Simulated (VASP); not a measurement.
Here is a VASP 6.6.1 calculation.

INCAR

```
PREC = Accurate ; ENCUT = 520
EDIFF = 1E-6 ; ISMEAR = -1
SIGMA = 0.05 ; LREAL = F
LASPH = T ; NELM = 100
ALGO = Normal ; ISIF = 2
LWAVE = F ; LCHARG = T
GGA = PE ; LELF = T
LVHAR = T ; NBANDS = 14
```

File KPOINTS:

```
regular mesh
0
Gamma
  11 11 3
```

File POSCAR:

```
Al
1.0
    2.7888685969      0.0000000000      0.0000000000
   -1.3944342984      2.4152310527      0.0000000000
    0.0000000000      0.0000000000      9.0618428096
Al
4
Direct
    0.6666666667      0.3333333333      0.7500000000
    0.0000000000      0.0000000000      0.5000000000
    0.3333333333      0.6666666667      0.2500000000
    0.0000000000      0.0000000000      0.0000000000
```

Potentials or basis: VASP PAW PBE potentials, release 64 (Al).

Command:

```console
$ cat potpaw_PBE.64/Al/POTCAR > POTCAR
$ mpirun -np 1 vasp_std > vasp.out
```

Q: What does it give for the pressure?

A: 7.6 GPa.

Q: Estimate the band gap on the k mesh.

A: Zero (bands 6 and 7 overlap by 6.04 eV).

Stress tensor (GPa, compression positive):
```
6.84 0.00 0.00
0.00 6.84 0.00
0.00 0.00 9.02
```

Caveat: the cell stands under pressure.
